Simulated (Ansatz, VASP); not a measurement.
# Al in VASP and in Ansatz

The input INCAR:

```
SYSTEM = Al
ALGO = Normal
EDIFF = 1E-7
ENCUT = 520
GGA = PS
ISIF = 2
ISMEAR = -1
LASPH = .TRUE.
LCHARG = .TRUE.
LELF = .TRUE.
LREAL = .FALSE.
LVHAR = .TRUE.
LWAVE = .FALSE.
NBANDS = 8
NELM = 80
PREC = Accurate
SIGMA = 0.05
```

The input KPOINTS:

```
k-points
0
G
  7 7 7
  0 0 0
```

File POSCAR:

```
Al
1.0
   -1.5912186900      1.5912186900      1.5912186900
    1.5912186900     -1.5912186900      1.5912186900
    1.5912186900      1.5912186900     -1.5912186900
Al
1
Direct
    0.0000000000      0.0000000000      0.0000000000
```

The input input.yaml:

```yaml
crystal:
  lattice:
    - [-1.59121869, 1.59121869, 1.59121869]
    - [1.59121869, -1.59121869, 1.59121869]
    - [1.59121869, 1.59121869, -1.59121869]
  atoms:
    - { symbol: Al, position: [0.0, 0.0, 0.0] }
hamiltonian:
  xc: pbesol
  pseudopotentials: { kind: paw }
kpoints:
  mp_grid: { grid: [7, 7, 7] }
  band_path:
    path:
      - [[0.0, 0.0, 0.0], [0.5, -0.5, 0.5], [0.0, 0.0, 0.5], [0.0, 0.0, 0.0], [0.25, 0.25, 0.25], [0.5, -0.5, 0.5]]
      - [[0.25, 0.25, 0.25], [0.0, 0.0, 0.5]]
    npoints: 14
scf:
  occupations: { method: fermi_dirac, width: 0.05 }
  n_extra_bands: 6
output:
  forces: true
  stress: true
  eigenvalues: true
  fatbands: false
```

Alike in both runs: functional PBEsol; k mesh 7 × 7 × 7; occupations fermi-dirac, width 0.05 eV; no spin polarisation.

```csv
,VASP,Ansatz
version,VASP 6.6.1,Ansatz 0.2.0
potentials or method,"VASP PAW PBE potentials, release 64 (Al)",Ansatz PAW
plane-wave cutoff (eV),520,420
valence electrons in the cell,3,3
task,single point,band structure
```

```csv
,VASP,Ansatz,Ansatz less VASP
gap on the k mesh at the Fermi level (eV),none,none,-
pressure (GPa),1.8,1.8,-0.06
```

VASP's potentials were made for PBE, not for PBEsol. A gap of «none» marks a metal or a gap that the smearing closes.

The k mesh is coarse, so the values compare programs but aren't converged.
